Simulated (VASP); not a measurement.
A run of VASP 6.6.1 is set up as follows.

INCAR

```
SYSTEM = CaTa
PREC = Accurate
ENCUT = 520
EDIFF = 1E-6
ISMEAR = 0
SIGMA = 0.1
LREAL = .FALSE.
LASPH = .TRUE.
NELM = 100
ALGO = Fast
ISIF = 2
LWAVE = .FALSE.
LCHARG = .FALSE.
GGA = PE
NBANDS = 18
```

File KPOINTS:

```
regular mesh
0
G
  16 16 16
  0 0 0
```

POSCAR

```
CaTa
1.0
    3.6566445481      0.0000000000      0.0000000000
    0.0000000000      3.6566445481      0.0000000000
    0.0000000000      0.0000000000      3.6566445481
Ca Ta
1 1
Direct
    0.0000000000      0.0000000000      0.0000000000
    0.5000000000      0.5000000000      0.5000000000
```

Potentials or basis: VASP PAW PBE potentials, release 64 (Ca_sv, Ta_pv).

The run is started by

```bash
$ cat potpaw_PBE.64/Ca_sv/POTCAR potpaw_PBE.64/Ta_pv/POTCAR > POTCAR
$ mpirun -np 1 vasp_std > vasp.out
```

(1) Estimate the band gap on the k mesh.

(2) What does it give for the pressure?

Answers

(1) zero (an odd number of electrons rules out a gap without spin polarisation).

(2) 0.1 GPa.

Caveat: spin-orbit coupling is left out, which moves the levels of the heavy elements.
